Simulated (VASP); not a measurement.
# Y (Im-3m) in VASP: further runs

Y is run at these levels: PBEsol; tasks: single point, relaxation of cell and atoms.

Program: VASP 6.6.1. These are calculated values, not measurements. Logs are shortened: lines on timing, memory, paths and dates and some standing lists are left out, and cuts for length are marked.

**1. The cell of the first run**

The structure is cubic, space group Im-3m (No. 229). The conventional cell has a = 3.652 Å, b = 3.652 Å, c = 3.652 Å, α = 90.00°, β = 90.00°, γ = 90.00°. Within 4.2 Å of Y (site symmetry m-3m) lie 14 Y at 3.16 to 3.65 Å.

**2. Single point, PBEsol**

Contents of INCAR:

```
ALGO = Normal ; EDIFF = 1E-6
ENCUT = 520 ; GGA = PS
ISIF = 2 ; ISMEAR = -1
LASPH = True ; LCHARG = True
LELF = True ; LREAL = False
LVHAR = True ; LWAVE = False
NBANDS = 12 ; NELM = 60
PREC = Accurate ; SIGMA = 0.05
```

Contents of KPOINTS:

```
k-points
0
Gamma
  15 15 15
```

Contents of POSCAR:

```
Y
1.0
   -1.8257609529      1.8257609529      1.8257609529
    1.8257609529     -1.8257609529      1.8257609529
    1.8257609529      1.8257609529     -1.8257609529
Y
1
Direct
    0.0000000000      0.0000000000      0.0000000000
```

Potentials or basis: VASP PAW PBE potentials, release 64 (Y_sv).

Command:

```bash
> cat potpaw_PBE.64/Y_sv/POTCAR > POTCAR
> mpirun -np 1 vasp_std > vasp.out
```

OUTCAR:

```text
EDIFF = 1E-6
   ENCUT = 520
   GGA = PS
   ISIF = 2
   ISMEAR = -1
   LASPH = True
   LREAL = False
   NELM = 60
   PREC = Accurate

 ion  position               nearest neighbor table
   1  0.000  0.000  0.000-

  LATTYP: Found a body centered cubic cell.
 ALAT       =     3.6515219058

  Lattice vectors:

 A1 = (  -1.8257609529,   1.8257609529,   1.8257609529)
 A2 = (   1.8257609529,  -1.8257609529,   1.8257609529)
 A3 = (   1.8257609529,   1.8257609529,  -1.8257609529)

Analysis of symmetry for initial positions (statically):
=====================================================================
 Subroutine PRICEL returns:
 Original cell was already a primitive cell.

 Routine SETGRP: Setting up the symmetry group for a
 body centered cubic supercell.

 Subroutine GETGRP returns: Found 48 space group operations
 (whereof 48 operations were pure point group operations)
 out of a pool of 48 trial point group operations.

The static configuration has the point symmetry O_h .

Analysis of symmetry for dynamics (positions and initial velocities):
=====================================================================
 Subroutine PRICEL returns:
 Original cell was already a primitive cell.

 Routine SETGRP: Setting up the symmetry group for a
 body centered cubic supercell.

 Subroutine GETGRP returns: Found 48 space group operations
 (whereof 48 operations were pure point group operations)
 out of a pool of 48 trial point group operations.

The dynamic configuration has the point symmetry O_h .

 Subroutine INISYM returns: Found 48 space group operations
 (whereof 48 operations are pure point group operations),
 and found     1 'primitive' translations

----------------------------------------------------------------------------------------

                                     Primitive cell

  volume of cell :      24.3440

  direct lattice vectors                    reciprocal lattice vectors
    -1.825760953  1.825760953  1.825760953     0.000000000  0.273858415  0.273858415
     1.825760953 -1.825760953  1.825760953     0.273858415  0.000000000  0.273858415
     1.825760953  1.825760953 -1.825760953     0.273858415  0.273858415  0.000000000

  length of vectors
     3.162310733  3.162310733  3.162310733     0.387294284  0.387294284  0.387294284

  position of ions in fractional coordinates (direct lattice)
     0.000000000  0.000000000  0.000000000

  ion indices of the primitive-cell ions
   primitive index   ion index
                 1           1

----------------------------------------------------------------------------------------

 KPOINTS: k-points

Automatic generation of k-mesh.
 Grid dimensions read from file:
 generate k-points for:   15   15   15

 Generating k-lattice:

  Cartesian coordinates                     Fractional coordinates (reciprocal lattice)
     0.000000000  0.018257228  0.018257228     0.066666667  0.000000000  0.000000000
     0.018257228  0.000000000  0.018257228     0.000000000  0.066666667  0.000000000
     0.018257228  0.018257228  0.000000000     0.000000000  0.000000000  0.066666667

  Length of vectors
     0.025819619  0.025819619  0.025819619

  Shift w.r.t. Gamma in fractional coordinates (k-lattice)
     0.000000000  0.000000000  0.000000000

 Subroutine IBZKPT returns following result:
 ===========================================

 Found    120 irreducible k-points:

 Following reciprocal coordinates:
            Coordinates               Weight
  0.000000  0.000000  0.000000      1.000000
  0.066667  0.000000  0.000000     12.000000
  0.133333  0.000000  0.000000     12.000000
  0.200000  0.000000  0.000000     12.000000
  0.266667  0.000000  0.000000     12.000000
  0.333333  0.000000  0.000000     12.000000
[... 16 lines left out ...]
  0.333333  0.200000  0.000000     48.000000
  0.400000  0.200000  0.000000     24.000000
 [... further k-points ...]
   k-points           NKPTS =    120   k-points in BZ     NKDIM =    120   number of bands    NBANDS=     12
   number of dos      NEDOS =    301   number of ions     NIONS =      1
   total plane-waves  NPLWV =  13824
   dimension x,y,z NGX =    24 NGY =   24 NGZ =   24
   dimension x,y,z NGXF=    48 NGYF=   48 NGZF=   48
   ions per type =               1
   NGX,Y,Z   is equivalent  to a cutoff of  12.62, 12.62, 12.62 a.u.
   NGXF,Y,Z  is equivalent  to a cutoff of  25.23, 25.23, 25.23 a.u.
 SYSTEM =  unknown system
   PREC   = accura    normal or accurate (medium, high low for compatibility)
   ISTART =      0    job   : 0-new  1-cont  2-samecut
   ICHARG =      2    charge: 1-file 2-atom 10-const
   ISPIN  =      1    spin polarized calculation?
   LNONCOLLINEAR =      F non collinear calculations
   LSORBIT =      F    spin-orbit coupling
   LASPH  =      T    aspherical Exc in radial PAW
   ENCUT  =  520.0 eV  38.22 Ry    6.18 a.u.   5.88  5.88  5.88*2*pi/ulx,y,z
   NELM   =     60;   NELMIN=  2; NELMDL= -5     # of ELM steps
   EDIFF  = 0.1E-05   stopping-criterion for ELM
   LREAL  =      F    real-space projection
   EDIFFG = 0.1E-04   stopping-criterion for IOM
   NSW    =      0    number of steps for IOM
   IBRION =     -1    ionic relax: 0-MD 1-quasi-New 2-CG
   NFREE  =      0    steps in history (QN), initial steepest desc. (CG)
   ISIF   =      2    stress and relaxation
   ISYM   =      2    0-nonsym 1-usesym 2-fastsym
   POTIM  = 0.5000    time-step for ionic-motion
   TEBEG  =    0.0;   TEEND  =   0.0 temperature during run
   PSTRESS=    0.0 pullay stress
   NELECT =      11.0000    total number of electrons
   NUPDOWN=      -1.0000    fix difference up-down
   EMIN   =  10.00;   EMAX   =-10.00  energy-range for DOS
   EFERMI =   0.00;   METHOD = LEGACY
   ISMEAR =    -1;   SIGMA  =   0.05  broadening in eV -4-tet -1-fermi 0-gaus
   EFERMI_NEDOS =   21; number of points for ismear=-14 and -15
   IALGO  =     38    algorithm
   IMIX   =      4    mixing-type and parameters
     AMIX     =   0.40;   BMIX     =  1.00
     AMIX_MAG =   1.60;   BMIX_MAG =  1.00
  volume/ion in A,a.u.               =      24.34       164.28
  Fermi-wavevector in a.u.,A,eV,Ry     =   1.256247  2.373963 21.472134  1.578157
  Thomas-Fermi vector in A             =   2.389965
   LORBIT       =      0    0 simple, 1 ext, 2 COOP (PROOUT), +10 PAW based schemes
   GGA     = PS    functional components
   LHFCALC =     F    Hartree Fock is set to
   AEXX    =    0.0000 exact exchange contribution
   IVDW    =     0    specifies the selected vdW correction
   LEPSILON=     F    determine dielectric tensor
   LRPA    =     F    only Hartree local field effects (RPA)
 non-spin polarized calculation
  energy-cutoff  :      520.00
  volume of cell :       24.34
 maximum number of plane-waves:       682
   NGX = 11   NGY = 11   NGZ = 11

 number of electron      10.9999999 magnetization

 Free energy of the ion-electron system (eV)
  ---------------------------------------------------
  ext. energy  EPLUGINS =         0.00000000
  ---------------------------------------------------
  free energy    TOTEN  =        -6.43128226 eV

  energy without entropy =       -6.41274949  energy(sigma->0) =       -6.42201588

 E-fermi :   4.5699     XC(G=0): -10.7786

 val. band max:        4.5691567130   @ k =  -0.3333   0.4000   0.1333
 cond. band min:       4.5990130612   @ k =   0.2000   0.2000   0.1333
 fundamental gap:      0.0298563483
 Fermi energy:         4.5699408196

 k-point     1 :       0.0000    0.0000    0.0000
  band No.  band energies     occupation
      1     -37.5375      2.00000
      2     -16.8663      2.00000
      3     -16.8663      2.00000
      4     -16.8663      2.00000
      5      -0.5467      2.00000
      6       6.5696      0.00000
      7       6.5696      0.00000
      8       6.5696      0.00000
      9       9.1990      0.00000
     10       9.1990      0.00000
     11      15.9883      0.00000
     12      15.9883      0.00000

 k-point     2 :       0.0667    0.0000    0.0000
  band No.  band energies     occupation
      1     -37.5276      2.00000
      2     -16.9348      2.00000
      3     -16.8858      2.00000
      4     -16.8671      2.00000
      5      -0.3797      2.00000
      6       6.4414      0.00000
      7       6.5151      0.00000
      8       6.7313      0.00000
      9       8.9770      0.00000
     10       9.1866      0.00000
     11      16.1641      0.00000
     12      16.2946      0.00000

 k-point     3 :       0.1333    0.0000    0.0000
  band No.  band energies     occupation
      1     -37.4994      2.00000
      2     -17.1241      2.00000
      3     -16.9405      2.00000
      4     -16.8694      2.00000
      5       0.0900      2.00000
      6       6.1084      0.00000
      7       6.2829      0.00000
      8       7.2091      0.00000
      9       8.6409      0.00000
     10       9.1731      0.00000
     11      16.5908      0.00000
     12      17.1596      0.00000
[... 286 lines left out ...]
 k-point    23 :       0.3333    0.2000    0.0000
  band No.  band energies     occupation
      1     -37.2924      2.00000
      2     -18.0888      2.00000
      3     -17.4798      2.00000
      4     -17.0112      2.00000
      5       3.0255      2.00000
      6       4.5226      1.44113
      7       5.4295      0.00000
      8       8.9941      0.00000
      9      10.1741      0.00000
     10      13.1637      0.00000
     11      14.8830      0.00000
     12      16.4322      0.00000

 k-point    24 :       0.4000    0.2000    0.0000
  band No.  band energies     occupation
      1     -37.2840      2.00000
      2     -18.1113      2.00000
      3     -17.5172      2.00000
      4     -17.0143      2.00000
      5       3.0176      2.00000
      6       4.5393      1.29735
      7       5.5611      0.00000
      8       9.0437      0.00000
      9      10.2863      0.00000
     10      13.7760      0.00000
     11      14.3698      0.00000
     12      16.0441      0.00000

 [... further k-points ...]
[... 5 lines left out ...]
  --------------------------------------------------------------------------------------
  -------------------------------------------------------------------------------------
  Total        2.2389042      2.2389042      2.2389042     -0.0000000     -0.0000000      0.0000000
  in kB      147.3514284    147.3514284    147.3514284     -0.0000000     -0.0000000      0.0000000
  external PRESSURE =     147.3514284 kB  Pullay stress =       0.0000000 kB

 VOLUME and BASIS-vectors are now :
 -----------------------------------------------------------------------------
  energy-cutoff  :      520.00
  volume of cell :       24.34
      direct lattice vectors                 reciprocal lattice vectors
    -1.825760953  1.825760953  1.825760953     0.000000000  0.273858415  0.273858415
     1.825760953 -1.825760953  1.825760953     0.273858415  0.000000000  0.273858415
     1.825760953  1.825760953 -1.825760953     0.273858415  0.273858415  0.000000000

 POSITION                                       TOTAL-FORCE (eV/Angst)
 -----------------------------------------------------------------------------------
      0.00000      0.00000      0.00000         0.000000     -0.000000      0.000000
 -----------------------------------------------------------------------------------
    total drift:                                0.000000      0.000000     -0.000000

  FREE ENERGIE OF THE ION-ELECTRON SYSTEM (eV)
  ---------------------------------------------------
  free  energy   TOTEN  =        -6.4312822617 eV

  energy  without entropy=       -6.4127494929  energy(sigma->0) =       -6.42201588
```

Wall time 10 s (1 thread of Intel Xeon 6975P-C (Granite Rapids), shared host); peak memory 0.18 GiB.

What came out:

```yaml
Free_energy: -6.4313 eV
Pressure: 14.7 GPa
```

Caveat: the PAW data sets were made with another functional, which shifts forces and pressure a little.

**3. Single point, PBEsol**

Contents of INCAR:

```
SYSTEM = Y
  PREC = Accurate
  ENCUT = 520
  EDIFF = 1E-6
  ISMEAR = -1
  SIGMA = 0.05
  LREAL = .False.
  LASPH = .True.
  NELM = 80
  ALGO = Normal
  ISIF = 2
  LWAVE = .False.
  LCHARG = .True.
  GGA = PS
  LELF = .True.
  LVHAR = .True.
  NBANDS = 12
```

Contents of KPOINTS:

```
Automatic mesh
0
Gamma
  15 15 15
  0 0 0
```

POSCAR is that of step 2.

Potentials or basis: VASP PAW PBE potentials, release 64 (Y_sv).

Command:

```bash
> cat potpaw_PBE.64/Y_sv/POTCAR > POTCAR
> mpirun -np 1 vasp_std > vasp.out
```

Wall time 10 s (1 thread of Intel Xeon 6975P-C (Granite Rapids), shared host); peak memory 0.18 GiB.

Results (log left out):

```yaml
Free_energy: -6.4313 eV
Pressure: 14.7 GPa
```

Levels at points of the mesh, in eV from the Fermi level:
```tsv
k point	band 4	band 5	band 6	band 7	band 8	band 9
(0.00, 0.00, 0.00)	-21.44	-5.12	2.00	2.00	2.00	4.63
```

Caveat: the PAW data sets were made with another functional, which shifts forces and pressure a little.

**4. Relaxation of cell and atoms, PBEsol, target pressure 15 GPa, at which the enthalpy is minimised**

This run uses another cell than the first one, of 24.20 Å³/atom, 0.994 times its volume.

Contents of INCAR:

```
SYSTEM = Y
ALGO = Normal ; EDIFF = 1E-6
EDIFFG = -0.005 ; ENCUT = 600
GGA = PS ; IBRION = 2
ISIF = 3 ; ISMEAR = -1
LASPH = .TRUE. ; LCHARG = .FALSE.
LREAL = .FALSE. ; LWAVE = .FALSE.
NELM = 100 ; NSW = 60
PREC = Accurate ; PSTRESS = 150.0
SIGMA = 0.05
```

Contents of KPOINTS:

```
k-points
0
G
  15 15 15
  0 0 0
```

Contents of POSCAR:

```
Y
1.0
   -1.8221919765      1.8221919765      1.8221919765
    1.8221919765     -1.8221919765      1.8221919765
    1.8221919765      1.8221919765     -1.8221919765
Y
1
Direct
    0.0000000000      0.0000000000      0.0000000000
```

Command:

```bash
> cat potpaw_PBE.64/Y_sv/POTCAR > POTCAR
> mpirun -np 1 vasp_std > vasp.out
```

Wall time 31 s (1 thread of Intel Xeon 6975P-C (Granite Rapids), shared host); peak memory 0.21 GiB.

The run converged. Its results:

```yaml
Free_energy: -6.4243 eV
Relaxed_volume: 24.27 Å³/atom
Relaxed_cell: a = 3.159 Å, b = 3.159 Å, c = 3.159 Å, α = 109.47°, β = 109.47°, γ = 109.47°
Space_group_after_relaxing_to_0.05_Å: Im-3m (No. 229)
Energy_change_on_relaxing_the_enthalpy_is_what_falls: -6.3 meV/atom
Ionic_steps: 3
Pressure_after_relaxing: 15.0 GPa
```

Step by step:
```tsv
step	energy change (eV)	largest force (eV/Å)	pressure (GPa)	volume (Å³)
1	0.0000	0.0000	15.16	24.20
2	-0.0080	0.0000	14.92	24.29
3	-0.0063	0.0000	14.99	24.27
```

Final structure:
```
Y
1.0
    -1.82386    1.82386    1.82386
     1.82386   -1.82386    1.82386
     1.82386    1.82386   -1.82386
Y
1
Direct
  0.00000 0.00000 0.00000
```

Levels at points of the mesh, in eV from the Fermi level:
```csv
k point,band 4,band 5,band 6,band 7,band 8,band 9
"(0.00, 0.00, 0.00)",-21.42,-5.12,2.00,2.00,2.00,4.64
```

Caveat: the cell is relaxed towards a set pressure, so the enthalpy falls and the energy may rise; the PAW data sets were made with another functional, which shifts forces and pressure a little.
